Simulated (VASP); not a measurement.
# NbC4 (Im-3m) in VASP: a series of runs, part 4 of 4

VASP 6.6.1. Earlier steps stand in the parts before.

### Step 5. Relaxation of cell and atoms, PBE

This run uses another cell than the first one, of 12.04 Å³/atom, 1.007 times its volume.

Input file INCAR:

```
  PREC = Accurate
  ENCUT = 600
  EDIFF = 1E-6
  ISMEAR = 0
  SIGMA = 0.1
  LREAL = False
  LASPH = True
  NELM = 60
  ALGO = Normal
  ISIF = 3
  LWAVE = False
  LCHARG = False
  GGA = PE
  IBRION = 2
  NSW = 100
  EDIFFG = -0.01
```

Input file KPOINTS:

```
regular mesh
0
Gamma
  10 10 10
```

Input file POSCAR:

```
NbC4
1.0
   -2.4690353249      2.4690353249      2.4690353249
    2.4690353249     -2.4690353249      2.4690353249
    2.4690353249      2.4690353249     -2.4690353249
Nb C
1 4
Direct
    0.0000000000      0.0000000000      0.0000000000
    0.5000000000      0.5000000000      0.5000000000
    0.0000000000      0.0000000000      0.5000000000
    0.0000000000      0.5000000000      0.0000000000
    0.5000000000      0.0000000000      0.0000000000
```

Potentials or basis: VASP PAW PBE potentials, release 64 (Nb_sv, C).

Launch:

```console
cat potpaw_PBE.64/Nb_sv/POTCAR potpaw_PBE.64/C/POTCAR > POTCAR
mpirun -np 1 vasp_std > vasp.out
```

OUTCAR:

```text
PREC = Accurate
   ENCUT = 600
   EDIFF = 1E-6
   ISMEAR = 0
   LREAL = False
   LASPH = True
   NELM = 60
   ISIF = 3
   GGA = PE
   IBRION = 2
   NSW = 100
   EDIFFG = -0.01

 ion  position               nearest neighbor table
   1  0.000  0.000  0.000-   2 2.14   3 2.14   4 2.14   5 2.14   3 2.14   4 2.14   5 2.14   2 2.14

   2  0.500  0.500  0.500-   1 2.14   1 2.14
   3  0.000  0.000  0.500-   1 2.14   1 2.14
   4  0.000  0.500  0.000-   1 2.14   1 2.14
   5  0.500  0.000  0.000-   1 2.14   1 2.14

  LATTYP: Found a body centered cubic cell.
 ALAT       =     4.9380706498

  Lattice vectors:

 A1 = (  -2.4690353249,   2.4690353249,   2.4690353249)
 A2 = (   2.4690353249,  -2.4690353249,   2.4690353249)
 A3 = (   2.4690353249,   2.4690353249,  -2.4690353249)

Analysis of symmetry for initial positions (statically):
=====================================================================
 Subroutine PRICEL returns:
 Original cell was already a primitive cell.

 Routine SETGRP: Setting up the symmetry group for a
 body centered cubic supercell.

 Subroutine GETGRP returns: Found 48 space group operations
 (whereof 48 operations were pure point group operations)
 out of a pool of 48 trial point group operations.

The static configuration has the point symmetry O_h .

Analysis of symmetry for dynamics (positions and initial velocities):
=====================================================================
 Subroutine PRICEL returns:
 Original cell was already a primitive cell.

 Routine SETGRP: Setting up the symmetry group for a
 body centered cubic supercell.

 Subroutine GETGRP returns: Found 48 space group operations
 (whereof 48 operations were pure point group operations)
 out of a pool of 48 trial point group operations.

The dynamic configuration has the point symmetry O_h .

 Subroutine INISYM returns: Found 48 space group operations
 (whereof 48 operations are pure point group operations),
 and found     1 'primitive' translations

----------------------------------------------------------------------------------------

                                     Primitive cell

  volume of cell :      60.2063

  direct lattice vectors                    reciprocal lattice vectors
    -2.469035325  2.469035325  2.469035325     0.000000000  0.202508241  0.202508241
     2.469035325 -2.469035325  2.469035325     0.202508241  0.000000000  0.202508241
     2.469035325  2.469035325 -2.469035325     0.202508241  0.202508241  0.000000000

  length of vectors
     4.276494628  4.276494628  4.276494628     0.286389901  0.286389901  0.286389901

  position of ions in fractional coordinates (direct lattice)
     0.000000000  0.000000000  0.000000000
     0.500000000  0.500000000  0.500000000
     0.000000000  0.000000000  0.500000000
     0.000000000  0.500000000  0.000000000
     0.500000000  0.000000000  0.000000000

  ion indices of the primitive-cell ions
   primitive index   ion index
                 1           1
                 2           2
                 3           3
[... 36 lines left out ...]
  0.500000  0.000000  0.000000      6.000000
[... 16 lines left out ...]
  0.300000  0.300000  0.100000      8.000000
 -0.300000  0.300000  0.100000     24.000000
 [... further k-points ...]
   k-points           NKPTS =     47   k-points in BZ     NKDIM =     47   number of bands    NBANDS=     18
   number of dos      NEDOS =    301   number of ions     NIONS =      5
   total plane-waves  NPLWV =  46656
   dimension x,y,z NGX =    36 NGY =   36 NGZ =   36
   dimension x,y,z NGXF=    72 NGYF=   72 NGZF=   72
   ions per type =               1   4
   NGX,Y,Z   is equivalent  to a cutoff of  13.99, 13.99, 13.99 a.u.
   NGXF,Y,Z  is equivalent  to a cutoff of  27.99, 27.99, 27.99 a.u.
 SYSTEM =  unknown system
   PREC   = accura    normal or accurate (medium, high low for compatibility)
   ISTART =      0    job   : 0-new  1-cont  2-samecut
   ICHARG =      2    charge: 1-file 2-atom 10-const
   ISPIN  =      1    spin polarized calculation?
   LNONCOLLINEAR =      F non collinear calculations
   LSORBIT =      F    spin-orbit coupling
   LASPH  =      T    aspherical Exc in radial PAW
   ENCUT  =  600.0 eV  44.10 Ry    6.64 a.u.   8.54  8.54  8.54*2*pi/ulx,y,z
   NELM   =     60;   NELMIN=  2; NELMDL= -5     # of ELM steps
   EDIFF  = 0.1E-05   stopping-criterion for ELM
   LREAL  =      F    real-space projection
   EDIFFG = -.1E-01   stopping-criterion for IOM
   NSW    =    100    number of steps for IOM
   IBRION =      2    ionic relax: 0-MD 1-quasi-New 2-CG
   NFREE  =      1    steps in history (QN), initial steepest desc. (CG)
   ISIF   =      3    stress and relaxation
   ISYM   =      2    0-nonsym 1-usesym 2-fastsym
   POTIM  = 0.5000    time-step for ionic-motion
   TEBEG  =    0.0;   TEEND  =   0.0 temperature during run
   PSTRESS=    0.0 pullay stress
   NELECT =      29.0000    total number of electrons
   NUPDOWN=      -1.0000    fix difference up-down
   EMIN   =  10.00;   EMAX   =-10.00  energy-range for DOS
   EFERMI =   0.00;   METHOD = LEGACY
   ISMEAR =     0;   SIGMA  =   0.10  broadening in eV -4-tet -1-fermi 0-gaus
   EFERMI_NEDOS =   21; number of points for ismear=-14 and -15
   IALGO  =     38    algorithm
   IMIX   =      4    mixing-type and parameters
     AMIX     =   0.40;   BMIX     =  1.00
     AMIX_MAG =   1.60;   BMIX_MAG =  1.00
  volume/ion in A,a.u.               =      12.04        81.26
  Fermi-wavevector in a.u.,A,eV,Ry     =   1.283296  2.425078 22.406738  1.646849
  Thomas-Fermi vector in A             =   2.415557
   LORBIT       =      0    0 simple, 1 ext, 2 COOP (PROOUT), +10 PAW based schemes
   GGA     = PE    functional components
   LHFCALC =     F    Hartree Fock is set to
   AEXX    =    0.0000 exact exchange contribution
   IVDW    =     0    specifies the selected vdW correction
   LEPSILON=     F    determine dielectric tensor
   LRPA    =     F    only Hartree local field effects (RPA)
 conjugate gradient relaxation of ions
 non-spin polarized calculation
 Gauss-broadening in eV      SIGMA  =   0.10
  energy-cutoff  :      600.00
  volume of cell :       60.21
 maximum number of plane-waves:      2022
 NGX is ok and might be reduce to    36
   NGX = 17   NGY = 17   NGZ = 17

--------------------------------------- Ionic step        1  -------------------------------------------

 number of electron      29.0000001 magnetization

 Free energy of the ion-electron system (eV)
  ---------------------------------------------------
  ext. energy  EPLUGINS =         0.00000000
  ---------------------------------------------------
  free energy    TOTEN  =       -34.20302115 eV

  energy without entropy =      -34.18589959  energy(sigma->0) =      -34.19446037

------------------------ aborting loop because EDIFF is reached ----------------------------------------

  FORCE on cell =-STRESS in cart. coord.  units (eV):
  Direction    XX          YY          ZZ          XY          YZ          ZX
  --------------------------------------------------------------------------------------
  -------------------------------------------------------------------------------------
  Total       -0.4430496     -0.4430496     -0.4430496     -0.0000000     -0.0000000      0.0000000
  in kB      -11.7901971    -11.7901971    -11.7901971     -0.0000000     -0.0000000      0.0000000
  external PRESSURE =     -11.7901971 kB  Pullay stress =       0.0000000 kB
[... 65 lines left out ...]
--------------------------------------- Ionic step        3  -------------------------------------------

 number of electron      29.0000001 magnetization

 Free energy of the ion-electron system (eV)
  ---------------------------------------------------
  ext. energy  EPLUGINS =         0.00000000
  ---------------------------------------------------
  free energy    TOTEN  =       -34.20460770 eV

  energy without entropy =      -34.18772662  energy(sigma->0) =      -34.19616716

 E-fermi :   5.4504     XC(G=0): -10.9861

 val. band max:        5.4430080837   @ k =   0.3000   0.3000   0.1000
 cond. band min:       5.4585182141   @ k =   0.3000   0.3000   0.0000
 fundamental gap:      0.0155101304
 Fermi energy:         5.4503939431

 k-point     1 :       0.0000    0.0000    0.0000
  band No.  band energies     occupation
      1     -49.0465      2.00000
      2     -25.3047      2.00000
      3     -25.3047      2.00000
      4     -25.3047      2.00000
      5      -7.7114      2.00000
      6      -3.4538      2.00000
[... 481 lines left out ...]
      5      -6.6764      2.00000
      6      -4.0657      2.00000
[... 10 lines left out ...]
     17       6.6792      0.00000
     18       8.3069      0.00000

 [... further k-points ...]

------------------------ aborting loop because EDIFF is reached ----------------------------------------

  FORCE on cell =-STRESS in cart. coord.  units (eV):
  Direction    XX          YY          ZZ          XY          YZ          ZX
  --------------------------------------------------------------------------------------
  -------------------------------------------------------------------------------------
  Total        0.0014725      0.0014725      0.0014725      0.0000000     -0.0000000      0.0000000
  in kB        0.0394636      0.0394636      0.0394636      0.0000000     -0.0000000      0.0000000
  external PRESSURE =       0.0394636 kB  Pullay stress =       0.0000000 kB
[... 20 lines left out ...]
  FREE ENERGIE OF THE ION-ELECTRON SYSTEM (eV)
  ---------------------------------------------------
  free  energy   TOTEN  =       -34.2046077018 eV

  energy  without entropy=      -34.1877266238  energy(sigma->0) =      -34.19616716

 reached required accuracy - stopping structural energy minimisation
```

CONTCAR:

```text
NbC4
   1.00000000000000
    -2.4631962720396676    2.4631962720396676    2.4631962720396676
     2.4631962720396676   -2.4631962720396676    2.4631962720396676
     2.4631962720396676    2.4631962720396676   -2.4631962720396676
  Nb              C
     1     4
Direct
     0.0000000000000000    0.0000000000000000    0.0000000000000000
     0.5000000000000000    0.5000000000000000    0.5000000000000000
     0.0000000000000000    0.0000000000000000    0.5000000000000000
     0.0000000000000000    0.5000000000000000    0.0000000000000000
     0.5000000000000000    0.0000000000000000    0.0000000000000000

  0.00000000E+00  0.00000000E+00  0.00000000E+00
  0.00000000E+00  0.00000000E+00  0.00000000E+00
  0.00000000E+00  0.00000000E+00  0.00000000E+00
  0.00000000E+00  0.00000000E+00  0.00000000E+00
  0.00000000E+00  0.00000000E+00  0.00000000E+00
```

It took 2 min on 1 thread of Intel Xeon Platinum 8124M at 3.00GHz (Skylake/Cascade Lake), shared host; peak memory 0.24 GiB.

What came out:

| Property | Result |
| --- | --- |
| Free energy | -34.2046 eV |
| Relaxed volume | 11.96 Å³/atom |
| Relaxed cell | a = 4.266 Å, b = 4.266 Å, c = 4.266 Å, α = 109.47°, β = 109.47°, γ = 109.47° |
| Space group after relaxing (to 0.05 Å) | Im-3m (No. 229) |
| Energy gained by relaxing | 0.3 meV/atom |
| Ionic steps | 3 |
| Pressure after relaxing | 0.0 GPa |

The path:
| step | energy change (eV) | largest force (eV/Å) | pressure (GPa) | volume (Å³) |
| --- | --- | --- | --- | --- |
| 1 | 0.0000 | 0.0000 | -1.18 | 60.21 |
| 2 | -0.0005 | 0.0000 | 0.97 | 59.44 |
| 3 | -0.0016 | 0.0000 | 0.00 | 59.78 |

Final structure:
```
Nb C
1.0
    -2.46320    2.46320    2.46320
     2.46320   -2.46320    2.46320
     2.46320    2.46320   -2.46320
Nb C
1 4
Direct
  0.00000 0.00000 0.00000
  0.50000 0.50000 0.50000
  0.00000 0.00000 0.50000
  0.00000 0.50000 0.00000
  0.50000 0.00000 0.00000
```

### Step 6. The runs side by side

```tsv
task	cell	k mesh	cutoff (eV)	gap on the mesh (eV)	pressure (GPa)	relaxed volume (Å³/atom)
single point	a = 4.266 Å, angles 109.5°, 5 atoms	4 × 4 × 4	520	none	-0.6	-
relaxation of cell and atoms	relaxed from a = 4.650 Å, angles 109.5°, 5 atoms	4 × 4 × 4	600	none	-0.1	11.92
single point	a = 4.270 Å, angles 109.5°, 5 atoms	10 × 10 × 10	520	none	-0.3	-
relaxation of cell and atoms	relaxed from a = 4.276 Å, angles 109.5°, 5 atoms	10 × 10 × 10	600	none	0.0	11.96
```

Alike in all rows: level PBE; potentials or basis VASP PAW PBE potentials, release 64 (Nb_sv, C); no spin polarisation; smearing gaussian 0.1 eV.

Caveats: some runs use coarse meshes; the volume moved by over 15 % at a fixed basis, so the end points are rough (some runs).

Absolute energies hang on the potentials; compare differences alone.
